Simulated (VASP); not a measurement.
## Hf: single point with r2SCAN

The system is Hf.

```
Hf
1.0
    -1.80500    1.80500    1.80500
     1.80500   -1.80500    1.80500
     1.80500    1.80500   -1.80500
Hf
1
Cartesian
  0.0000 0.0000 0.0000
```

```
Program                : VASP 6.6.1
Task                   : single point
Functional             : r2SCAN
Potentials or basis    : VASP PAW PBE potentials, release 64 (Hf_pv)
Cutoff                 : 550 eV
k mesh                 : 8 × 8 × 8
Occupations            : fermi-dirac, width 0.15 eV
Spin                   : no spin polarisation
Dipole correction      : no
Further INCAR settings : ALGO = Normal; EDIFF = 1e-06; NBANDS = 11
```

The pressure is -5.5 GPa and the band gap on the k mesh is zero (band 5 reaches 5.85 eV, above the bottom of band 6 at 3.43 eV).

Levels at points of the mesh, in eV from the Fermi level:
```tsv
k point	band 2	band 3	band 4	band 5	band 6	band 7	band 8	band 9
(0.00, 0.00, 0.00)	-31.21	-31.21	-7.24	1.70	1.70	1.70	4.39	4.39
(0.50, 0.00, 0.00)	-31.43	-31.21	-3.34	-0.32	0.66	4.23	5.18	7.47
(0.50, 0.50, 0.50)	-31.70	-31.70	-2.50	-2.50	6.70	6.70	6.70	7.07
```

Wall time 28 s on 1 thread of AMD EPYC 7R13 Processor (Zen 3) (shared host), peak memory 0.12 GiB.

Caveat: the PAW data sets were made with another functional, which shifts forces and pressure a little; spin-orbit coupling is left out, which moves the levels of the heavy elements.
